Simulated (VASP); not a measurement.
# Na2C3: single point with PBE

Na2C3:

```
Na C
1.0
     1.62679    0.93923    8.35353
    -1.62679    0.93923    8.35353
     0.00000   -1.87845    8.35353
Na C
2 3
Cartesian
  0.0000 0.0000 23.4554
  0.0000 0.0000 1.6052
  0.0000 -0.9392 4.1768
  0.8134 0.4696 4.1768
  -0.8134 0.4696 4.1768
```

```json
{
  "Program": "VASP 6.6.1",
  "Task": "single point",
  "Functional": "PBE",
  "Potentials or basis": "VASP PAW PBE potentials, release 64 (Na_pv, C)",
  "Cutoff": "520 eV",
  "k mesh": "12 × 12 × 12",
  "Occupations": "gaussian, width 0.1 eV",
  "Spin": "no spin polarisation",
  "Dipole correction": "no",
  "Further INCAR settings": "ALGO = Normal; EDIFF = 1e-06; NBANDS = 21"
}
```

| Item | Value |
| --- | --- |
| Pressure | 0.0 GPa |
| Band gap on the k mesh | zero (band 13 reaches 4.55 eV, above the bottom of band 14 at 0.93 eV) |

Forces in eV/Å, atoms in the order of the input:
```
Na   0.000  0.000  0.002
Na   0.000  0.000 -0.002
C    0.000  0.000  0.000
C    0.000  0.000  0.000
C    0.000  0.000  0.000
```

Levels at points of the mesh, in eV from the Fermi level:
```tsv
k point	band 9	band 10	band 11	band 12	band 13	band 14	band 15	band 16	band 17	band 18
(0.00, 0.00, 0.00)	-8.11	-5.33	-5.33	-3.19	-2.32	-2.32	0.11	2.00	3.49	3.49
(0.50, 0.00, 0.00)	-8.20	-7.09	-5.13	-2.86	1.16	1.87	2.62	3.14	3.48	4.89
(0.50, 0.50, 0.00)	-8.20	-7.09	-5.14	-2.86	1.30	2.08	2.62	3.14	3.22	3.80
(0.50, 0.50, 0.50)	-8.12	-5.33	-5.33	-2.82	-2.32	-2.32	-1.03	3.49	3.49	3.89
```

It took 17 min on 1 thread of Intel(R) Xeon(R) 6975P-C (Granite Rapids) (shared host), peak memory 0.66 GiB.
